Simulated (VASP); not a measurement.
# H2CO in VASP: further runs, part 2 of 3

VASP 6.6.1.

### Step 4. Single point, r2SCAN+D3(BJ)

The input, POSCAR:

```
H2CO
1.0
    7.7059940000      0.0000000000      0.0000000000
    0.0000000000      7.7059940000      0.0000000000
    0.0000000000      0.0000000000      7.7059940000
O C H
4 4 8
Direct
    0.5166757202      0.7310672705      0.3887752832
    0.3038673531      0.3816509590      0.8714125653
    0.3048016907     -0.0060861714      0.7475868785
    0.0631586269      0.6480539694      0.1661044636
    0.5960425092      0.6293542403      0.3173373870
    0.3473529826      0.5001042046      0.7983395783
    0.3559047671      0.0715287346      0.6370235949
    0.1699196755      0.7345321058      0.1129769891
    0.7575271925      0.3525048164      0.9749553400
    0.7729956706      0.4068391437      0.8949007746
    0.7814436398      0.7763307368      0.9489496099
    0.8101485675      0.6973921859      0.9068784637
    0.0639891492      0.1515833000      0.0279522668
    0.1067091410      0.2191410998      0.0905658634
    0.8942908598     -0.0380353268      0.4830655202
    0.8541143427      0.0433818142      0.4429149569
```

The input, INCAR.step1:

```
SYSTEM = H2CO
  ALGO = Normal
  EDIFF = 1E-5
  ENCUT = 1100
  GGA = PE
  GGA_COMPAT = .FALSE.
  ISMEAR = -1
  LASPH = .TRUE.
  LCHARG = .FALSE.
  LREAL = Auto
  LWAVE = .TRUE.
  NBANDS = 38
  NELM = 120
  PREC = Accurate
  SIGMA = 0.05
```

The input, INCAR.step2:

```
SYSTEM = H2CO
  ALGO = Normal
  EDIFF = 1E-6
  ENCUT = 1100
  GGA_COMPAT = .FALSE.
  ISIF = 2
  ISMEAR = -1
  ISTART = 1
  IVDW = 12
  LASPH = .TRUE.
  LCHARG = .FALSE.
  LMIXTAU = .TRUE.
  LREAL = Auto
  LWAVE = .FALSE.
  METAGGA = R2SCAN
  NBANDS = 38
  NELM = 120
  PREC = Accurate
  SIGMA = 0.05
  VDW_A1 = 0.49484001
  VDW_A2 = 5.73083694
  VDW_S6 = 1.0
  VDW_S8 = 0.78981345
```

The input, KPOINTS:

```
k-points
0
G
  1 1 1
  0 0 0
```

On the command line:

```console
$ cat potpaw_PBE.64/O_h/POTCAR potpaw_PBE.64/C_h/POTCAR potpaw_PBE.64/H_h/POTCAR > POTCAR
$ cp INCAR.step1 INCAR
$ mpirun -np 1 vasp_gam > vasp.out
$ cp INCAR.step2 INCAR
$ mpirun -np 1 vasp_gam > vasp.out
```

Run time: 6.7 min. Hardware: 1 thread of AMD EPYC 9R14 (Zen 4), shared host; peak memory 1.2 GiB.

Results (log left out):

| Item | Value |
| --- | --- |
| Free energy | -94.3678 eV |
| Pressure | -0.2 GPa |
| Largest force | 1.616 eV/Å |
| Dispersion energy per atom | -0.012 eV |

Forces on the atoms (eV/Å):
```
O    0.674 -0.844 -0.598
O   -0.012 -0.136  0.147
O   -0.576 -0.910  1.195
O    0.806  0.607 -0.325
C   -0.674  0.832  0.610
C    0.116  0.292 -0.197
C    0.585  0.823 -1.262
C   -0.765 -0.614  0.411
H    0.072  0.262 -0.394
H   -0.094 -0.323  0.377
H   -0.221  0.576  0.241
H    0.162 -0.474 -0.300
H    0.530  0.840  0.860
H   -0.605 -0.926 -0.768
H   -0.312  0.636 -0.311
H    0.316 -0.641  0.313
```

Stress tensor (GPa, compression positive):
```
-0.33  0.07 -0.10
 0.07 -0.20 -0.36
-0.10 -0.36  0.05
```

Levels at points of the mesh, in eV from the Fermi level:
| k point | band 21 | band 22 | band 23 | band 24 | band 25 | band 26 | band 27 | band 28 |
| --- | --- | --- | --- | --- | --- | --- | --- | --- |
| (0.00, 0.00, 0.00) | -1.72 | -1.44 | -1.33 | -1.27 | 5.79 | 6.02 | 6.15 | 6.28 |

Caveat: the k points lie up to 0.82 Å⁻¹ apart, too coarse for converged energies, forces and pressures; the atoms stand as in a frame of molecular dynamics; the PAW data sets were made with another functional, which shifts forces and pressure a little.

### Step 5. Single point, r2SCAN+D3(BJ)

The input, POSCAR:

```
H2CO
1.0
    7.7059940000      0.0000000000      0.0000000000
    0.0000000000      7.7059940000      0.0000000000
    0.0000000000      0.0000000000      7.7059940000
O C H
4 4 8
Direct
    0.5258503965      0.7123415876      0.3952637389
    0.3032704152      0.3926034721      0.8803147264
    0.2844538939     -0.0019465367      0.7288741725
    0.0474176336      0.6483264846      0.1604984380
    0.6245008756      0.6366861952      0.3242151499
    0.3613291160      0.4986637675      0.7977945480
    0.3608749241      0.0680898532      0.6248382752
    0.1547756201      0.7416953608      0.1260706925
    0.7709712725      0.4006232032      0.9348696612
    0.7680903982      0.3235533274      0.8766292836
    0.7956403807      0.8046852878      0.9265774149
    0.7845321447      0.7152354388      0.9040494971
    0.0578251164      0.1859202070      0.0955360204
    0.1490138715      0.2181678314      0.0754477618
    0.8927985150     -0.0098364987      0.5107063411
    0.8207766578      0.0306255105      0.4693619019
```

The input, INCAR.step1:

```
SYSTEM = H2CO
PREC = Accurate
ENCUT = 1100
ISMEAR = -1
SIGMA = 0.05
LREAL = Auto
LASPH = .TRUE.
NELM = 120
NBANDS = 38
GGA = PE
ALGO = Normal
EDIFF = 1E-5
LWAVE = .TRUE.
LCHARG = .FALSE.
GGA_COMPAT = .FALSE.
```

The input, INCAR.step2:

```
SYSTEM = H2CO
PREC = Accurate
ENCUT = 1100
EDIFF = 1E-6
ISMEAR = -1
SIGMA = 0.05
LREAL = Auto
LASPH = .TRUE.
NELM = 120
ALGO = Normal
ISIF = 2
LWAVE = .FALSE.
LCHARG = .FALSE.
METAGGA = R2SCAN
LMIXTAU = .TRUE.
IVDW = 12
VDW_S6 = 1.0
VDW_S8 = 0.78981345
VDW_A1 = 0.49484001
VDW_A2 = 5.73083694
NBANDS = 38
ISTART = 1
GGA_COMPAT = .FALSE.
```

The input, KPOINTS:

```
regular mesh
0
G
  1 1 1
  0 0 0
```

Potentials or basis: VASP PAW PBE potentials, release 64 (O_h, C_h, H_h).

On the command line:

```console
$ cat potpaw_PBE.64/O_h/POTCAR potpaw_PBE.64/C_h/POTCAR potpaw_PBE.64/H_h/POTCAR > POTCAR
$ cp INCAR.step1 INCAR
$ mpirun -np 1 vasp_gam > vasp.out
$ cp INCAR.step2 INCAR
$ mpirun -np 1 vasp_gam > vasp.out
```

OUTCAR:

```text
SYSTEM = H2CO
   PREC = Accurate
   ENCUT = 1100
   EDIFF = 1E-6
   ISMEAR = -1
   LREAL = Auto
   LASPH = .TRUE.
   NELM = 120
   ISIF = 2
   METAGGA = R2SCAN
   IVDW = 12
   ISTART = 1
 IVDW          = 12

 ion  position               nearest neighbor table
   1  0.526  0.712  0.395-   5 1.10
   2  0.303  0.393  0.880-   6 1.13
   3  0.284  0.998  0.729-   7 1.13
[... 257 lines left out ...]
  -------------------------------------------------------------------------------------
  Total       1.25457     1.35266     0.51558    -1.91278     1.07506    -0.40400
  in kB       4.39256     4.73602     1.80517    -6.69716     3.76407    -1.41451
  external pressure =        3.64 kB  Pullay stress =        0.00 kB

 VOLUME and BASIS-vectors are now :
 -----------------------------------------------------------------------------
  energy-cutoff  :     1100.00
  volume of cell :      457.60
      direct lattice vectors                 reciprocal lattice vectors
     7.705994000  0.000000000  0.000000000     0.129769112  0.000000000  0.000000000
     0.000000000  7.705994000  0.000000000     0.000000000  0.129769112  0.000000000
     0.000000000  0.000000000  7.705994000     0.000000000  0.000000000  0.129769112

 POSITION                                       TOTAL-FORCE (eV/Angst)
 -----------------------------------------------------------------------------------
      4.05220      5.48930      3.04590        -2.031670      1.574653      1.467887
      2.33700      3.02540      6.78370         0.188180      0.253066     -0.189963
      2.19200      7.69099      5.61670         0.361184      0.303537     -0.536817
      0.36540      4.99600      1.23680         0.246336      0.164601     -0.023592
      4.81240      4.90630      2.49840         2.000648     -1.584719     -1.464609
      2.78440      3.84270      6.14780        -0.068443     -0.102914      0.091888
[... 8 lines left out ...]
      6.87990      7.63019      3.93550         0.928754     -0.526420      0.532935
      6.32490      0.23600      3.61690        -0.926729      0.524475     -0.531978
 -----------------------------------------------------------------------------------
    total drift:                                0.003452      0.001642     -0.002803

  FREE ENERGIE OF THE ION-ELECTRON SYSTEM (eV)
  ---------------------------------------------------
  free  energy   TOTEN  =       -94.3950751027 eV

  energy  without entropy=      -94.3950751026  energy(sigma->0) =      -94.39507510
```

OSZICAR.step1:

```text
N       E                     dE             d eps       ncg     rms          rms(c)
DAV:   1     0.590171966135E+03    0.59017E+03   -0.28950E+04    76   0.183E+03
DAV:   2     0.729797166341E+02   -0.51719E+03   -0.48436E+03   122   0.284E+02
DAV:   3    -0.860234735837E+02   -0.15900E+03   -0.15704E+03   112   0.159E+02
DAV:   4    -0.930112420590E+02   -0.69878E+01   -0.68746E+01    96   0.397E+01
DAV:   5    -0.931554537747E+02   -0.14421E+00   -0.14404E+00    88   0.606E+00    0.161E+01
DAV:   6    -0.883884816039E+02    0.47670E+01   -0.70782E+00    96   0.141E+01    0.823E+00
DAV:   7    -0.870575481384E+02    0.13309E+01   -0.13567E+00   104   0.704E+00    0.364E+00
DAV:   8    -0.867729913000E+02    0.28456E+00   -0.10442E+00    90   0.428E+00    0.792E-01
DAV:   9    -0.867743242349E+02   -0.13329E-02   -0.79865E-02    96   0.158E+00    0.452E-01
DAV:  10    -0.867729291569E+02    0.13951E-02   -0.87897E-03    90   0.602E-01    0.139E-01
DAV:  11    -0.867732954218E+02   -0.36626E-03   -0.15435E-03    76   0.230E-01    0.821E-02
DAV:  12    -0.867732345031E+02    0.60919E-04   -0.35359E-04    76   0.134E-01    0.236E-02
DAV:  13    -0.867731790971E+02    0.55406E-04   -0.71173E-05    76   0.587E-02    0.127E-02
DAV:  14    -0.867731607048E+02    0.18392E-04   -0.19911E-05    72   0.285E-02    0.568E-03
DAV:  15    -0.867731586586E+02    0.20462E-05   -0.49217E-06    68   0.148E-02
   1 F= -.86773159E+02 E0= -.86773159E+02  d E =-.203199E-10
```

It took 7.6 min on 1 thread of Intel Xeon Platinum 8259CL at 2.50GHz (Skylake/Cascade Lake), shared host; peak memory 1.2 GiB.

What came out:

```
Free energy                : -94.3951 eV
Pressure                   : 0.4 GPa
Largest force              : 2.960 eV/Å
Dispersion energy per atom : -0.012 eV
```

Forces on the atoms (eV/Å):
```
O   -2.032  1.575  1.468
O    0.188  0.253 -0.190
O    0.361  0.304 -0.537
O    0.246  0.165 -0.024
C    2.001 -1.585 -1.465
C   -0.068 -0.103  0.092
C   -0.361 -0.358  0.507
C   -0.176 -0.182  0.083
H   -0.004 -0.108 -0.045
H   -0.001  0.090  0.047
H    0.089  0.961  0.205
H   -0.143 -0.907 -0.265
H    0.621  0.203 -0.089
H   -0.723 -0.305  0.211
H    0.929 -0.526  0.533
H   -0.927  0.524 -0.532
```

Stress tensor (GPa, compression positive):
```
 0.44 -0.67 -0.14
-0.67  0.47  0.38
-0.14  0.38  0.18
```

Caveat: the k points lie up to 0.82 Å⁻¹ apart, too coarse for converged energies, forces and pressures; the PAW data sets were made with another functional, which shifts forces and pressure a little.

(Continued in part 3 of 3.)
